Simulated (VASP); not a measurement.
Runs of VASP 6.6.1 on BAs. The structure is that of space group F-43m (No. 216), or close to it. The cells are those of the table. 

```csv
cell,gap on the mesh (eV),pressure (GPa)
"a = 3.434, b = 3.383 Å, angles 60.5, 59.0, 60.5°, 2 atoms",1.17,-3.7
"a = 3.349, b = 3.383 Å, angles 59.7, 60.7, 59.7°, 2 atoms",1.03,3.3
"a = 3.400, b = 3.383 Å, angles 60.2, 59.7, 60.2°, 2 atoms",1.31,-1.2
"a = 3.442, b = 3.383 Å, angles 60.6, 58.9, 60.6°, 2 atoms",1.14,-4.3
"a = 3.366, b = 3.383 Å, angles 59.8, 60.3, 59.8°, 2 atoms",1.20,1.7
"a = 3.451, b = 3.383 Å, angles 60.7, 58.7, 60.7°, 2 atoms",(a),(b)
"a = 3.417, b = 3.383 Å, angles 60.3, 59.3, 60.3°, 2 atoms",1.24,-2.5
"a = 3.332, b = 3.383 Å, angles 59.5, 61.0, 59.5°, 2 atoms",0.85,4.9
```

Alike in all rows: task single point; level r2SCAN; potentials or basis VASP PAW PBE potentials, release 64 (B, As); no spin polarisation; k mesh 10 × 10 × 10; cutoff (eV) 520; smearing gaussian 0.05 eV.

Q: Fill in the values left out.

A: (a) 1.11; (b) -4.9.

Caveats: the PAW data sets were made with another functional, which shifts forces and pressure a little.

A k mesh can miss the band edges, and the runs leave out spin-orbit coupling on As.
